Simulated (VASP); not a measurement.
# Ag (P-6m2) in VASP: single point with LDA

Aim: the single point of Ag with LDA.

Everything below comes from runs of VASP 6.6.1. Logs are shortened: lines on timing, memory, paths and dates and some standing lists are left out, and cuts for length are marked.

## (1) The cell of the first run

Symmetry: P-6m2, No. 187, hexagonal system. Conventional cell: a = 3.086 Å, b = 3.086 Å, c = 9.473 Å, α = 90.00°, β = 90.00°, γ = 120.00°. Ag (site symmetry -6m2) has 12 Ag at 2.94 to 3.09 Å within 3.9 Å. Within 3.9 Å of Ag (site symmetry 3m) lie 9 Ag at 2.94 to 3.09 Å.

## (2) Single point, LDA

INCAR reads:

```
PREC = Accurate
ENCUT = 520
EDIFF = 1E-6
ISMEAR = -1
SIGMA = 0.05
LREAL = False
LASPH = True
NELM = 80
ALGO = Normal
ISIF = 2
LWAVE = False
LCHARG = False
NBANDS = 24
```

KPOINTS reads:

```
Automatic mesh
0
Gamma
  9 9 3
```

POSCAR reads:

```
Ag
1.0
    3.0855200000      0.0000000000      0.0000000000
   -1.5427600000      2.6721400000      0.0000000000
    0.0000000000      0.0000000000      9.4732600000
Ag
3
Direct
    0.0000000000      0.0000000000      0.5000000000
    0.3333333333      0.6666666667      0.2532000000
    0.3333333333      0.6666666667      0.7468100000
```

Potentials or basis: VASP PAW LDA potentials, release 64 (Ag).

Started as:

```bash
$ cat potpaw_LDA.64/Ag/POTCAR > POTCAR
$ mpirun -np 1 vasp_std > vasp.out
```

OUTCAR:

```text
PREC = Accurate
   ENCUT = 520
   EDIFF = 1E-6
   ISMEAR = -1
   LREAL = False
   LASPH = True
   NELM = 80
   ISIF = 2

 ion  position               nearest neighbor table
   1  0.000  0.000  0.500-   2 2.94   2 2.94   2 2.94   3 2.94   3 2.94   3 2.94
   2  0.333  0.667  0.253-   1 2.94   1 2.94   1 2.94
   3  0.333  0.667  0.747-   1 2.94   1 2.94   1 2.94

  LATTYP: Found a hexagonal cell.
 ALAT       =     3.0855200000
 C/A-ratio  =     3.0702312738

  Lattice vectors:

 A1 = (   3.0855200000,   0.0000000000,   0.0000000000)
 A2 = (  -1.5427600000,   2.6721400000,   0.0000000000)
 A3 = (   0.0000000000,   0.0000000000,   9.4732600000)

Analysis of symmetry for initial positions (statically):
=====================================================================
 Subroutine PRICEL returns:
 Original cell was already a primitive cell.

 Routine SETGRP: Setting up the symmetry group for a
 hexagonal supercell.

 Subroutine GETGRP returns: Found  6 space group operations
 (whereof  6 operations were pure point group operations)
 out of a pool of 24 trial point group operations.

The static configuration has the point symmetry C_3v.

Analysis of symmetry for dynamics (positions and initial velocities):
=====================================================================
 Subroutine PRICEL returns:
 Original cell was already a primitive cell.

 Routine SETGRP: Setting up the symmetry group for a
 hexagonal supercell.

 Subroutine GETGRP returns: Found  6 space group operations
 (whereof  6 operations were pure point group operations)
 out of a pool of 24 trial point group operations.

The dynamic configuration has the point symmetry C_3v.

 Subroutine INISYM returns: Found  6 space group operations
 (whereof  6 operations are pure point group operations),
 and found     1 'primitive' translations

----------------------------------------------------------------------------------------

                                     Primitive cell

  volume of cell :      78.1065

  direct lattice vectors                    reciprocal lattice vectors
     3.085520000  0.000000000  0.000000000     0.324094480  0.187115945  0.000000000
    -1.542760000  2.672140000  0.000000000     0.000000000  0.374231889  0.000000000
     0.000000000  0.000000000  9.473260000     0.000000000  0.000000000  0.105560282

  length of vectors
     3.085520000  3.085521122  9.473260000     0.374232025  0.374231889  0.105560282

  position of ions in fractional coordinates (direct lattice)
     0.000000000  0.000000000  0.500000000
     0.333333333  0.666666667  0.253200000
     0.333333333  0.666666667  0.746810000

  ion indices of the primitive-cell ions
   primitive index   ion index
                 1           1
                 2           2
                 3           3

----------------------------------------------------------------------------------------

 KPOINTS: Automatic mesh

Automatic generation of k-mesh.
 Grid dimensions read from file:
 generate k-points for:    9    9    3

 Generating k-lattice:

  Cartesian coordinates                     Fractional coordinates (reciprocal lattice)
     0.036010498  0.020790661  0.000000000     0.111111111  0.000000000  0.000000000
     0.000000000  0.041581321  0.000000000     0.000000000  0.111111111  0.000000000
     0.000000000  0.000000000  0.035186761     0.000000000  0.000000000  0.333333333

  Length of vectors
     0.041581336  0.041581321  0.035186761

  Shift w.r.t. Gamma in fractional coordinates (k-lattice)
     0.000000000  0.000000000  0.000000000

 Subroutine IBZKPT returns following result:
 ===========================================

 Found     31 irreducible k-points:

 Following reciprocal coordinates:
            Coordinates               Weight
  0.000000  0.000000  0.000000      1.000000
  0.111111  0.000000  0.000000      6.000000
  0.222222  0.000000  0.000000      6.000000
  0.333333  0.000000  0.000000      6.000000
  0.444444  0.000000  0.000000      6.000000
  0.111111  0.111111  0.000000      6.000000
[... 16 lines left out ...]
  0.222222  0.111111  0.333333     12.000000
 -0.111111  0.333333  0.333333     12.000000
 [... further k-points ...]
   k-points           NKPTS =     31   k-points in BZ     NKDIM =     31   number of bands    NBANDS=     24
   number of dos      NEDOS =    301   number of ions     NIONS =      3
   total plane-waves  NPLWV =  40320
   dimension x,y,z NGX =    24 NGY =   24 NGZ =   70
   dimension x,y,z NGXF=    48 NGYF=   48 NGZF=  140
   ions per type =               3
   NGX,Y,Z   is equivalent  to a cutoff of  12.93, 12.93, 12.28 a.u.
   NGXF,Y,Z  is equivalent  to a cutoff of  25.86, 25.86, 24.57 a.u.
 SYSTEM =  unknown system
   PREC   = accura    normal or accurate (medium, high low for compatibility)
   ISTART =      0    job   : 0-new  1-cont  2-samecut
   ICHARG =      2    charge: 1-file 2-atom 10-const
   ISPIN  =      1    spin polarized calculation?
   LNONCOLLINEAR =      F non collinear calculations
   LSORBIT =      F    spin-orbit coupling
   LASPH  =      T    aspherical Exc in radial PAW
   ENCUT  =  520.0 eV  38.22 Ry    6.18 a.u.   5.74  5.74 17.61*2*pi/ulx,y,z
   NELM   =     80;   NELMIN=  2; NELMDL= -5     # of ELM steps
   EDIFF  = 0.1E-05   stopping-criterion for ELM
   LREAL  =      F    real-space projection
   EDIFFG = 0.1E-04   stopping-criterion for IOM
   NSW    =      0    number of steps for IOM
   IBRION =     -1    ionic relax: 0-MD 1-quasi-New 2-CG
   NFREE  =      0    steps in history (QN), initial steepest desc. (CG)
   ISIF   =      2    stress and relaxation
   ISYM   =      2    0-nonsym 1-usesym 2-fastsym
   POTIM  = 0.5000    time-step for ionic-motion
   TEBEG  =    0.0;   TEEND  =   0.0 temperature during run
   PSTRESS=    0.0 pullay stress
   NELECT =      33.0000    total number of electrons
   NUPDOWN=      -1.0000    fix difference up-down
   EMIN   =  10.00;   EMAX   =-10.00  energy-range for DOS
   EFERMI =   0.00;   METHOD = LEGACY
   ISMEAR =    -1;   SIGMA  =   0.05  broadening in eV -4-tet -1-fermi 0-gaus
   EFERMI_NEDOS =   21; number of points for ismear=-14 and -15
   IALGO  =     38    algorithm
   IMIX   =      4    mixing-type and parameters
     AMIX     =   0.40;   BMIX     =  1.00
     AMIX_MAG =   1.60;   BMIX_MAG =  1.00
  volume/ion in A,a.u.               =      26.04       175.70
  Fermi-wavevector in a.u.,A,eV,Ry     =   1.228430  2.321396 20.531744  1.509041
  Thomas-Fermi vector in A             =   2.363356
   LORBIT       =      0    0 simple, 1 ext, 2 COOP (PROOUT), +10 PAW based schemes
   GGA     = CA    functional components
   LHFCALC =     F    Hartree Fock is set to
   AEXX    =    0.0000 exact exchange contribution
   IVDW    =     0    specifies the selected vdW correction
   LEPSILON=     F    determine dielectric tensor
   LRPA    =     F    only Hartree local field effects (RPA)
 non-spin polarized calculation
  energy-cutoff  :      520.00
  volume of cell :       78.11
 maximum number of plane-waves:      2115
 NGX is ok and might be reduce to    24
   NGX = 11   NGY = 11   NGZ = 35

 number of electron      33.0000013 magnetization

 Free energy of the ion-electron system (eV)
  ---------------------------------------------------
  ext. energy  EPLUGINS =         0.00000000
  ---------------------------------------------------
  free energy    TOTEN  =        -9.59980561 eV

  energy without entropy =       -9.58816584  energy(sigma->0) =       -9.59398572

 E-fermi :   3.6874     XC(G=0):  -9.8975

 val. band max:        3.6236389196   @ k =  -0.1111   0.4444   0.3333
 cond. band min:       3.6932222521   @ k =   0.2222   0.2222   0.0000
 fundamental gap:      0.0695833325
 Fermi energy:         3.6873694667

 k-point     1 :       0.0000    0.0000    0.0000
  band No.  band energies     occupation
      1      -2.7693      2.00000
      2      -1.8364      2.00000
      3      -1.5902      2.00000
      4      -0.7601      2.00000
      5      -0.7601      2.00000
      6      -0.6079      2.00000
[... 16 lines left out ...]
     23      18.5126      0.00000
     24      19.2153      0.00000

 k-point     2 :       0.1111    0.0000    0.0000
  band No.  band energies     occupation
      1      -2.4939      2.00000
      2      -1.6902      2.00000
      3      -1.3666      2.00000
      4      -0.8469      2.00000
      5      -0.7484      2.00000
      6      -0.6406      2.00000
[... 16 lines left out ...]
     23      16.9008      0.00000
     24      18.0678      0.00000

 k-point     3 :       0.2222    0.0000    0.0000
  band No.  band energies     occupation
      1      -1.8799      2.00000
      2      -1.4719      2.00000
      3      -1.1931      2.00000
      4      -0.9197      2.00000
      5      -0.8959      2.00000
      6      -0.5851      2.00000
[... 16 lines left out ...]
     23      15.8913      0.00000
     24      16.1814      0.00000

 k-point     4 :       0.3333    0.0000    0.0000
  band No.  band energies     occupation
      1      -1.7320      2.00000
      2      -1.5101      2.00000
      3      -1.5031      2.00000
      4      -1.0463      2.00000
      5      -0.8514      2.00000
      6      -0.6000      2.00000
[... 16 lines left out ...]
     23      12.6571      0.00000
     24      14.5714      0.00000

 k-point     5 :       0.4444    0.0000    0.0000
  band No.  band energies     occupation
      1      -1.8284      2.00000
      2      -1.7139      2.00000
      3      -1.6112      2.00000
      4      -1.1973      2.00000
      5      -0.9211      2.00000
      6      -0.6689      2.00000
[... 16 lines left out ...]
     23      12.1411      0.00000
     24      13.6550      0.00000

 k-point     6 :       0.1111    0.1111    0.0000
  band No.  band energies     occupation
      1      -2.0169      2.00000
      2      -1.4843      2.00000
      3      -1.0761      2.00000
      4      -0.9807      2.00000
      5      -0.9072      2.00000
      6      -0.5767      2.00000
[... 16 lines left out ...]
     23      16.2814      0.00000
     24      16.4414      0.00000
[... 379 lines left out ...]
 k-point    21 :       0.0000    0.4444    0.3333
  band No.  band energies     occupation
      1      -1.8267      2.00000
      2      -1.7184      2.00000
      3      -1.6080      2.00000
      4      -1.1999      2.00000
      5      -0.9117      2.00000
      6      -0.6698      2.00000
[... 16 lines left out ...]
     23      12.4227      0.00000
     24      13.7020      0.00000

 k-point    22 :       0.1111    0.1111    0.3333
  band No.  band energies     occupation
      1      -2.0021      2.00000
      2      -1.4837      2.00000
      3      -1.0926      2.00000
      4      -0.9765      2.00000
      5      -0.9088      2.00000
      6      -0.5735      2.00000
[... 16 lines left out ...]
     23      14.9977      0.00000
     24      16.1736      0.00000

 k-point    23 :       0.2222    0.1111    0.3333
  band No.  band energies     occupation
      1      -1.5720      2.00000
      2      -1.3721      2.00000
      3      -1.3299      2.00000
      4      -0.9623      2.00000
      5      -0.8212      2.00000
      6      -0.7036      2.00000
[... 16 lines left out ...]
     23      13.3789      0.00000
     24      14.3094      0.00000

 k-point    24 :      -0.1111    0.3333    0.3333
  band No.  band energies     occupation
      1      -1.5720      2.00000
      2      -1.3721      2.00000
      3      -1.3299      2.00000
      4      -0.9623      2.00000
      5      -0.8212      2.00000
      6      -0.7036      2.00000
[... 16 lines left out ...]
     23      13.3789      0.00000
     24      14.3094      0.00000

 [... further k-points ...]

------------------------ aborting loop because EDIFF is reached ----------------------------------------

  FORCE on cell =-STRESS in cart. coord.  units (eV):
  Direction    XX          YY          ZZ          XY          YZ          ZX
  --------------------------------------------------------------------------------------
  -------------------------------------------------------------------------------------
  Total       -6.4782622     -6.4782685     -3.7241691      0.0000000      0.0000000      0.0000000
  in kB     -132.8868709   -132.8869998    -76.3928915      0.0000000      0.0000000      0.0000000
  external PRESSURE =    -114.0555874 kB  Pullay stress =       0.0000000 kB

 VOLUME and BASIS-vectors are now :
 -----------------------------------------------------------------------------
  energy-cutoff  :      520.00
  volume of cell :       78.11
      direct lattice vectors                 reciprocal lattice vectors
     3.085520000  0.000000000  0.000000000     0.324094480  0.187115945  0.000000000
    -1.542760000  2.672140000  0.000000000     0.000000000  0.374231889  0.000000000
     0.000000000  0.000000000  9.473260000     0.000000000  0.000000000  0.105560282

 POSITION                                       TOTAL-FORCE (eV/Angst)
 -----------------------------------------------------------------------------------
      0.00000      0.00000      4.73663        -0.000000      0.000000      0.000143
     -0.00000      1.78143      2.39863         0.000000      0.000000      0.581394
     -0.00000      1.78143      7.07473        -0.000000     -0.000000     -0.581537
 -----------------------------------------------------------------------------------
    total drift:                                0.000000     -0.000000     -0.000008

  FREE ENERGIE OF THE ION-ELECTRON SYSTEM (eV)
  ---------------------------------------------------
  free  energy   TOTEN  =        -9.5998056067 eV

  energy  without entropy=       -9.5881658356  energy(sigma->0) =       -9.59398572
```

It took 70 s on 1 thread of Intel Xeon 8259CL, shared host; peak memory 0.18 GiB.

What came out:

```
Free energy   : -9.5998 eV
Pressure      : -11.4 GPa
Largest force : 0.582 eV/Å
```

Forces in eV/Å, atoms in the order of the input:
```
Ag   0.000  0.000  0.000
Ag   0.000  0.000  0.581
Ag   0.000  0.000 -0.582
```

Stress tensor (GPa, compression positive):
```
-13.29   0.00   0.00
  0.00 -13.29   0.00
  0.00   0.00  -7.64
```

Levels at points of the mesh, in eV from the Fermi level:
| k point | band 15 | band 16 | band 17 | band 18 | band 19 | band 20 |
| --- | --- | --- | --- | --- | --- | --- |
| (0.00, 0.00, 0.00) | -3.21 | -3.03 | -3.03 | -1.53 | 1.78 | 5.15 |
